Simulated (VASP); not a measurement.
# AlOsC4N4 (P-43m) in VASP: a series of runs

The runs below take AlOsC4N4 through single point, with PBE.

Everything below comes from runs of VASP 6.6.1. Logs are shortened: lines on timing, memory, paths and dates and some standing lists are left out, and cuts for length are marked.

**1. The cell of the first run**

Symmetry: P-43m, No. 215, cubic system. The conventional cell has a = 5.896 Å, b = 5.896 Å, c = 5.896 Å, α = 90.00°, β = 90.00°, γ = 90.00°. Al (site symmetry -43m) has 4 C at 1.96 Å within 2.6 Å. Within 2.6 Å of Os (site symmetry -43m) lie 4 N at 1.97 Å. Within 1.6 Å of C (site symmetry 3m) lie 1 N at 1.18 Å. Within 1.6 Å of N (site symmetry 3m) lie 1 C at 1.18 Å.

**2. Single point, PBE, collinear spin, ferromagnetic start**

INCAR

```
PREC = Accurate
ENCUT = 520
EDIFF = 1E-7
ISMEAR = 0
SIGMA = 0.01
LREAL = False
LASPH = True
NELM = 150
ALGO = Normal
ISIF = 2
LWAVE = False
LCHARG = True
ISPIN = 2
MAGMOM = 0 1.02 0 0 0 0 0 0 0 0
LORBIT = 11
LMAXMIX = 4
GGA = PE
LELF = True
LVHAR = True
NBANDS = 38
```

KPOINTS

```
regular mesh
0
Gamma
  6 6 6
```

POSCAR

```
AlOsC4N4
1.0
    5.8961337604      0.0000000000      0.0000000000
    0.0000000000      5.8961337604      0.0000000000
    0.0000000000      0.0000000000      5.8961337604
Al Os C N
1 1 4 4
Direct
    0.0000000000      0.0000000000      0.0000000000
    0.5000000000      0.5000000000      0.5000000000
    0.1920602670      0.1920602670      0.1920602670
    0.1920602670      0.8079397330      0.8079397330
    0.8079397330      0.1920602670      0.8079397330
    0.8079397330      0.8079397330      0.1920602670
    0.3075080684      0.3075080684      0.3075080684
    0.3075080684      0.6924919316      0.6924919316
    0.6924919316      0.3075080684      0.6924919316
    0.6924919316      0.6924919316      0.3075080684
```

Potentials or basis: VASP PAW PBE potentials, release 64 (Al, Os, C, N).

Started as:

```bash
cat potpaw_PBE.64/Al/POTCAR potpaw_PBE.64/Os/POTCAR potpaw_PBE.64/C/POTCAR potpaw_PBE.64/N/POTCAR > POTCAR
mpirun -np 1 vasp_std > vasp.out
```

OUTCAR:

```text
PREC = Accurate
   ENCUT = 520
   EDIFF = 1E-7
   ISMEAR = 0
   LREAL = False
   LASPH = True
   NELM = 150
   ISIF = 2
   ISPIN = 2
   LORBIT = 11
   GGA = PE

 ion  position               nearest neighbor table
   1  0.000  0.000  0.000-   3 1.96   4 1.96   5 1.96   6 1.96
   2  0.500  0.500  0.500-   7 1.97   8 1.97   9 1.97  10 1.97
   3  0.192  0.192  0.192-   7 1.18   1 1.96
   4  0.192  0.808  0.808-   8 1.18   1 1.96
   5  0.808  0.192  0.808-   9 1.18   1 1.96
   6  0.808  0.808  0.192-  10 1.18   1 1.96
   7  0.308  0.308  0.308-   3 1.18   2 1.97
   8  0.308  0.692  0.692-   4 1.18   2 1.97
   9  0.692  0.308  0.692-   5 1.18   2 1.97
  10  0.692  0.692  0.308-   6 1.18   2 1.97

  LATTYP: Found a simple cubic cell.
 ALAT       =     5.8961337604

  Lattice vectors:

 A1 = (   5.8961337604,   0.0000000000,   0.0000000000)
 A2 = (   0.0000000000,   5.8961337604,   0.0000000000)
 A3 = (   0.0000000000,   0.0000000000,   5.8961337604)

Analysis of symmetry for initial positions (statically):
=====================================================================
 Subroutine PRICEL returns:
 Original cell was already a primitive cell.

 Routine SETGRP: Setting up the symmetry group for a
 simple cubic supercell.

 Subroutine GETGRP returns: Found 24 space group operations
 (whereof 24 operations were pure point group operations)
 out of a pool of 48 trial point group operations.

The static configuration has the point symmetry T_d .

Analysis of symmetry for dynamics (positions and initial velocities):
=====================================================================
 Subroutine PRICEL returns:
 Original cell was already a primitive cell.

 Routine SETGRP: Setting up the symmetry group for a
 simple cubic supercell.

 Subroutine GETGRP returns: Found 24 space group operations
 (whereof 24 operations were pure point group operations)
 out of a pool of 48 trial point group operations.

The dynamic configuration has the point symmetry T_d .

Analysis of structural, dynamic, and magnetic symmetry:
=====================================================================
 Subroutine PRICEL returns:
 Original cell was already a primitive cell.

 Routine SETGRP: Setting up the symmetry group for a
 simple cubic supercell.

 Subroutine GETGRP returns: Found 24 space group operations
 (whereof 24 operations were pure point group operations)
 out of a pool of 48 trial point group operations.

The overall configuration has the point symmetry T_d .

 Subroutine INISYM returns: Found 24 space group operations
 (whereof 24 operations are pure point group operations),
 and found     1 'primitive' translations

----------------------------------------------------------------------------------------

                                     Primitive cell

  volume of cell :     204.9755

  direct lattice vectors                    reciprocal lattice vectors
     5.896133760  0.000000000  0.000000000     0.169602665  0.000000000  0.000000000
     0.000000000  5.896133760  0.000000000     0.000000000  0.169602665  0.000000000
     0.000000000  0.000000000  5.896133760     0.000000000  0.000000000  0.169602665

  length of vectors
     5.896133760  5.896133760  5.896133760     0.169602665  0.169602665  0.169602665

  position of ions in fractional coordinates (direct lattice)
     0.000000000  0.000000000  0.000000000
     0.500000000  0.500000000  0.500000000
     0.192060267  0.192060267  0.192060267
     0.192060267  0.807939733  0.807939733
     0.807939733  0.192060267  0.807939733
     0.807939733  0.807939733  0.192060267
     0.307508068  0.307508068  0.307508068
     0.307508068  0.692491932  0.692491932
     0.692491932  0.307508068  0.692491932
     0.692491932  0.692491932  0.307508068

  ion indices of the primitive-cell ions
   primitive index   ion index
                 1           1
                 2           2
                 3           3
                 4           4
                 5           5
                 6           6
                 7           7
                 8           8
                 9           9
                10          10

----------------------------------------------------------------------------------------

 KPOINTS: regular mesh

Automatic generation of k-mesh.
 Grid dimensions read from file:
 generate k-points for:    6    6    6

 Generating k-lattice:

  Cartesian coordinates                     Fractional coordinates (reciprocal lattice)
     0.028267111  0.000000000  0.000000000     0.166666667  0.000000000  0.000000000
     0.000000000  0.028267111  0.000000000     0.000000000  0.166666667  0.000000000
     0.000000000  0.000000000  0.028267111     0.000000000  0.000000000  0.166666667

  Length of vectors
     0.028267111  0.028267111  0.028267111

  Shift w.r.t. Gamma in fractional coordinates (k-lattice)
     0.000000000  0.000000000  0.000000000

 Subroutine IBZKPT returns following result:
 ===========================================

 Found     20 irreducible k-points:

 Following reciprocal coordinates:
            Coordinates               Weight
  0.000000  0.000000  0.000000      1.000000
  0.166667  0.000000  0.000000      6.000000
  0.333333  0.000000  0.000000      6.000000
  0.500000  0.000000  0.000000      3.000000
  0.166667  0.166667  0.000000     12.000000
  0.333333  0.166667  0.000000     24.000000
[... 12 lines left out ...]
  0.500000  0.500000  0.333333      6.000000
  0.500000  0.500000  0.500000      1.000000
   k-points           NKPTS =     20   k-points in BZ     NKDIM =     20   number of bands    NBANDS=     38
   number of dos      NEDOS =    301   number of ions     NIONS =     10
   total plane-waves  NPLWV = 110592
   dimension x,y,z NGX =    48 NGY =   48 NGZ =   48
   dimension x,y,z NGXF=    96 NGYF=   96 NGZF=   96
   ions per type =               1   1   4   4
   NGX,Y,Z   is equivalent  to a cutoff of  13.53, 13.53, 13.53 a.u.
   NGXF,Y,Z  is equivalent  to a cutoff of  27.07, 27.07, 27.07 a.u.
 SYSTEM =  unknown system
   PREC   = accura    normal or accurate (medium, high low for compatibility)
   ISTART =      0    job   : 0-new  1-cont  2-samecut
   ICHARG =      2    charge: 1-file 2-atom 10-const
   ISPIN  =      2    spin polarized calculation?
   LNONCOLLINEAR =      F non collinear calculations
   LSORBIT =      F    spin-orbit coupling
   LASPH  =      T    aspherical Exc in radial PAW
   ENCUT  =  520.0 eV  38.22 Ry    6.18 a.u.  10.96 10.96 10.96*2*pi/ulx,y,z
   NELM   =    150;   NELMIN=  2; NELMDL= -5     # of ELM steps
   EDIFF  = 0.1E-06   stopping-criterion for ELM
   LREAL  =      F    real-space projection
   EDIFFG = 0.1E-05   stopping-criterion for IOM
   NSW    =      0    number of steps for IOM
   IBRION =     -1    ionic relax: 0-MD 1-quasi-New 2-CG
   NFREE  =      0    steps in history (QN), initial steepest desc. (CG)
   ISIF   =      2    stress and relaxation
   ISYM   =      2    0-nonsym 1-usesym 2-fastsym
   POTIM  = 0.5000    time-step for ionic-motion
   TEBEG  =    0.0;   TEEND  =   0.0 temperature during run
   PSTRESS=    0.0 pullay stress
   NELECT =      47.0000    total number of electrons
   NUPDOWN=      -1.0000    fix difference up-down
   EMIN   =  10.00;   EMAX   =-10.00  energy-range for DOS
   EFERMI =   0.00;   METHOD = LEGACY
   ISMEAR =     0;   SIGMA  =   0.01  broadening in eV -4-tet -1-fermi 0-gaus
   EFERMI_NEDOS =   21; number of points for ismear=-14 and -15
   IALGO  =     38    algorithm
   IMIX   =      4    mixing-type and parameters
     AMIX     =   0.40;   BMIX     =  1.00
     AMIX_MAG =   1.60;   BMIX_MAG =  1.00
  volume/ion in A,a.u.               =      20.50       138.32
  Fermi-wavevector in a.u.,A,eV,Ry     =   1.002013  1.893530 13.660664  1.004031
  Thomas-Fermi vector in A             =   2.134473
   LORBIT       =     11    0 simple, 1 ext, 2 COOP (PROOUT), +10 PAW based schemes
   GGA     = PE    functional components
   LHFCALC =     F    Hartree Fock is set to
   AEXX    =    0.0000 exact exchange contribution
   IVDW    =     0    specifies the selected vdW correction
   LEPSILON=     F    determine dielectric tensor
   LRPA    =     F    only Hartree local field effects (RPA)
 spin polarized calculation
 Gauss-broadening in eV      SIGMA  =   0.01
  energy-cutoff  :      520.00
  volume of cell :      204.98
 maximum number of plane-waves:      5566
 NGX is ok and might be reduce to    48
   NGX = 21   NGY = 21   NGZ = 21

 number of electron      47.0000006 magnetization       2.9998834

 Free energy of the ion-electron system (eV)
  ---------------------------------------------------
  ext. energy  EPLUGINS =         0.00000000
  ---------------------------------------------------
  free energy    TOTEN  =       -79.44237864 eV

  energy without entropy =      -79.44237864  energy(sigma->0) =      -79.44237864

 E-fermi :   0.5062     XC(G=0):  -7.2707

 val. band max:        0.3968864417   @ k =   0.5000   0.5000   0.0000
 cond. band min:       0.6231688672   @ k =   0.0000   0.0000   0.0000
 fundamental gap:      0.2262824255
 Fermi energy:         0.5062199007

 spin component 1

 k-point     1 :       0.0000    0.0000    0.0000
  band No.  band energies     occupation
      1     -18.5514      1.00000
      2     -18.3952      1.00000
      3     -18.3952      1.00000
      4     -18.3952      1.00000
      5      -9.9302      1.00000
      6      -8.7478      1.00000
[... 27 lines left out ...]
     34       4.3269      0.00000
     35       7.3742      0.00000
[... 690 lines left out ...]
      4     -18.4111      1.00000
      5      -9.9856      1.00000
      6      -8.7388      1.00000
[... 27 lines left out ...]
     34       5.7165      0.00000
     35       6.6780      0.00000
 Fermi energy:         0.5062199007

 spin component 2

 k-point     1 :       0.0000    0.0000    0.0000
  band No.  band energies     occupation
      1     -18.4543      1.00000
      2     -18.3024      1.00000
      3     -18.3024      1.00000
      4     -18.3024      1.00000
      5      -9.6737      1.00000
      6      -8.4145      1.00000
[... 27 lines left out ...]
     34       4.6083      0.00000
     35       7.6449      0.00000
[... 690 lines left out ...]
      4     -18.3183      1.00000
      5      -9.7234      1.00000
      6      -8.4078      1.00000
[... 27 lines left out ...]
     34       6.4455      0.00000
     35       6.7955      0.00000
 [bands above 35 left out]

------------------------ aborting loop because EDIFF is reached ----------------------------------------

  FORCE on cell =-STRESS in cart. coord.  units (eV):
  Direction    XX          YY          ZZ          XY          YZ          ZX
  --------------------------------------------------------------------------------------
  -------------------------------------------------------------------------------------
  Total        0.6161843      0.6161843      0.6161843     -0.0000000      0.0000000     -0.0000000
  in kB        4.8163633      4.8163633      4.8163633     -0.0000000      0.0000000     -0.0000000
  external PRESSURE =       4.8163633 kB  Pullay stress =       0.0000000 kB

 VOLUME and BASIS-vectors are now :
 -----------------------------------------------------------------------------
  energy-cutoff  :      520.00
  volume of cell :      204.98
      direct lattice vectors                 reciprocal lattice vectors
     5.896133760  0.000000000  0.000000000     0.169602665  0.000000000  0.000000000
     0.000000000  5.896133760  0.000000000     0.000000000  0.169602665  0.000000000
     0.000000000  0.000000000  5.896133760     0.000000000  0.000000000  0.169602665

 POSITION                                       TOTAL-FORCE (eV/Angst)
 -----------------------------------------------------------------------------------
      0.00000      0.00000      0.00000         0.000000      0.000000      0.000000
      2.94807      2.94807      2.94807         0.000000     -0.000000      0.000000
      1.13241      1.13241      1.13241        -0.175631     -0.175631     -0.175631
      1.13241      4.76372      4.76372        -0.175631      0.175631      0.175631
      4.76372      1.13241      4.76372         0.175631     -0.175631      0.175631
      4.76372      4.76372      1.13241         0.175631      0.175631     -0.175631
      1.81311      1.81311      1.81311         0.093726      0.093726      0.093726
      1.81311      4.08303      4.08303         0.093726     -0.093726     -0.093726
      4.08303      1.81311      4.08303        -0.093726      0.093726     -0.093726
      4.08303      4.08303      1.81311        -0.093726     -0.093726      0.093726
 -----------------------------------------------------------------------------------
    total drift:                                0.000000      0.000000      0.000000

  FREE ENERGIE OF THE ION-ELECTRON SYSTEM (eV)
  ---------------------------------------------------
  free  energy   TOTEN  =       -79.4423786396 eV

  energy  without entropy=      -79.4423786396  energy(sigma->0) =      -79.44237864

 total charge

# of ion       s       p       d       tot
------------------------------------------
    1        0.354   0.430   0.000   0.784
    2        0.539   0.765   6.041   7.345
    3        0.940   1.675   0.000   2.615
    4        0.940   1.675   0.000   2.615
    5        0.940   1.675   0.000   2.615
    6        0.940   1.675   0.000   2.615
    7        1.288   2.584   0.000   3.872
    8        1.288   2.584   0.000   3.872
    9        1.288   2.584   0.000   3.872
   10        1.288   2.584   0.000   3.872
--------------------------------------------------
tot          9.804  18.231   6.041  34.076

 magnetization (x)

# of ion       s       p       d       tot
------------------------------------------
    1       -0.002   0.000   0.000  -0.001
    2        0.018   0.212   1.450   1.680
    3        0.011   0.111   0.000   0.122
    4        0.011   0.111   0.000   0.122
    5        0.011   0.111   0.000   0.122
    6        0.011   0.111   0.000   0.122
    7        0.007  -0.015   0.000  -0.009
    8        0.007  -0.015   0.000  -0.009
    9        0.007  -0.015   0.000  -0.009
   10        0.007  -0.015   0.000  -0.009
--------------------------------------------------
tot          0.089   0.595   1.450   2.134
```

Wall time 5.2 min (1 thread of AMD EPYC 9R14 (Zen 4), shared host); peak memory 0.52 GiB.

Results:

- Free energy: -79.4424 eV
- Pressure: 0.5 GPa
- Largest force: 0.304 eV/Å
- Band gap on the k mesh: 0.23 eV, indirect (least direct gap 0.61 eV)
- Net moment: 3.00 μB per cell
- Site moments: Al -0.00; Os +1.68; C +0.12; N -0.01 μB
- Valence electrons inside the program's atomic spheres: Al 0.78; Os 7.34; C 2.62; N 3.87

Forces in eV/Å, atoms in the order of the input:
```
Al   0.000  0.000  0.000
Os   0.000  0.000  0.000
C   -0.176 -0.176 -0.176
C   -0.176  0.176  0.176
C    0.176 -0.176  0.176
C    0.176  0.176 -0.176
N    0.094  0.094  0.094
N    0.094 -0.094 -0.094
N   -0.094  0.094 -0.094
N   -0.094 -0.094  0.094
```

Levels at points of the mesh, in eV from the valence-band top:
Spin up:
```
           k point  band 23  band 24  band 25  band 26  band 27  band 28
(0.00, 0.00, 0.00)    -0.70    -0.70    -0.70     2.91     2.91     2.91
(0.50, 0.00, 0.00)    -0.36    -0.17    -0.17     2.07     2.07     2.33
(0.50, 0.50, 0.00)    -0.41     0.00     0.00     1.98     1.98     2.46
(0.50, 0.50, 0.50)    -0.38    -0.38    -0.38     2.75     2.75     2.75
```
Spin down:
```csv
k point,band 20,band 21,band 22,band 23,band 24,band 25
"(0.00, 0.00, 0.00)",-4.64,-1.00,-1.00,0.23,0.23,0.23
"(0.50, 0.00, 0.00)",-4.62,-1.00,-0.63,0.69,0.86,0.86
"(0.50, 0.50, 0.00)",-4.63,-0.95,-0.64,0.61,1.15,1.15
"(0.50, 0.50, 0.50)",-4.52,-0.90,-0.90,0.62,0.62,0.62
```

Caveat: spin-orbit coupling is left out, which moves the levels of the heavy elements. A k mesh can miss the band edges.

**3. Single point, PBE, collinear spin, ferromagnetic start**

This run uses another cell than the first one, of 19.59 Å³/atom, 0.956 times its volume.

INCAR

```
ALGO = Normal ; EDIFF = 1E-7
ENCUT = 520 ; GGA = PE
ISIF = 2 ; ISMEAR = 0
ISPIN = 2 ; LASPH = True
LCHARG = False ; LMAXMIX = 4
LORBIT = 11 ; LREAL = False
LWAVE = False ; MAGMOM = 0 1 0 0 0 0 0 0 0 0
NBANDS = 38 ; NELM = 150
PREC = Accurate ; SIGMA = 0.1
```

KPOINTS

```
k-points
0
Gamma
  4 4 4
```

POSCAR

```
AlOsC4N4
1.0
    5.8081437100      0.0000000000      0.0000000000
    0.0000000000      5.8081437100      0.0000000000
    0.0000000000      0.0000000000      5.8081437100
Al Os C N
1 1 4 4
Direct
    0.0000000000      0.0000000000      0.0000000000
    0.5000000000      0.5000000000      0.5000000000
    0.1863817100      0.1863817100      0.1863817100
    0.1863817100      0.8136182900      0.8136182900
    0.8136182900      0.1863817100      0.8136182900
    0.8136182900      0.8136182900      0.1863817100
    0.3026839000      0.3026839000      0.3026839000
    0.3026839000      0.6973161000      0.6973161000
    0.6973161000      0.3026839000      0.6973161000
    0.6973161000      0.6973161000      0.3026839000
```

Potentials or basis: VASP PAW PBE potentials, release 64 (Al, Os, C, N).

Started as:

```bash
cat potpaw_PBE.64/Al/POTCAR potpaw_PBE.64/Os/POTCAR potpaw_PBE.64/C/POTCAR potpaw_PBE.64/N/POTCAR > POTCAR
mpirun -np 1 vasp_std > vasp.out
```

It took 2.3 min on 1 thread of Intel Xeon Platinum 8488C (Sapphire Rapids), shared host; peak memory 0.46 GiB.

Results (log left out):

- Free energy: -79.1613 eV
- Pressure: 4.3 GPa
- Largest force: 1.319 eV/Å
- Band gap on the k mesh: 0.23 eV, indirect (least direct gap 0.63 eV)
- Net moment: 2.99 μB per cell
- Site moments: Al -0.00; Os +1.74; C +0.11; N -0.01 μB
- Valence electrons inside the program's atomic spheres: Al 0.89; Os 7.26; C 2.66; N 3.88

Forces in eV/Å, atoms in the order of the input:
```
Al   0.000  0.000  0.000
Os   0.000  0.000  0.000
C    0.233  0.233  0.233
C    0.233 -0.233 -0.233
C   -0.233  0.233 -0.233
C   -0.233 -0.233  0.233
N    0.762  0.762  0.762
N    0.762 -0.762 -0.762
N   -0.762  0.762 -0.762
N   -0.762 -0.762  0.762
```

Levels at points of the mesh, in eV from the valence-band top:
Spin up:
```
           k point  band 21  band 22  band 23  band 24  band 25  band 26  band 27  band 28  band 29  band 30
(0.00, 0.00, 0.00)    -1.58    -1.58    -0.73    -0.73    -0.73     2.89     2.89     2.89     3.30     3.30
(0.50, 0.00, 0.00)    -1.56    -1.20    -0.38    -0.18    -0.18     2.11     2.11     2.37     2.80     3.03
(0.50, 0.50, 0.00)    -1.52    -1.21    -0.42     0.00     0.00     2.05     2.05     2.46     2.78     3.01
(0.50, 0.50, 0.50)    -1.50    -1.50    -0.38    -0.38    -0.38     2.77     2.77     2.77     3.37     3.37
```
Spin down:
```csv
k point,band 20,band 21,band 22,band 23,band 24,band 25
"(0.00, 0.00, 0.00)",-4.66,-0.97,-0.97,0.23,0.23,0.23
"(0.50, 0.00, 0.00)",-4.64,-0.97,-0.56,0.70,0.89,0.89
"(0.50, 0.50, 0.00)",-4.64,-0.92,-0.58,0.63,1.19,1.20
"(0.50, 0.50, 0.50)",-4.53,-0.89,-0.89,0.67,0.67,0.67
```

Caveat: spin-orbit coupling is left out, which moves the levels of the heavy elements; forces of over 1 eV/Å act on the atoms, so gaps and moduli don't describe the material at rest. A k mesh can miss the band edges.

[end of part 1 of 2]
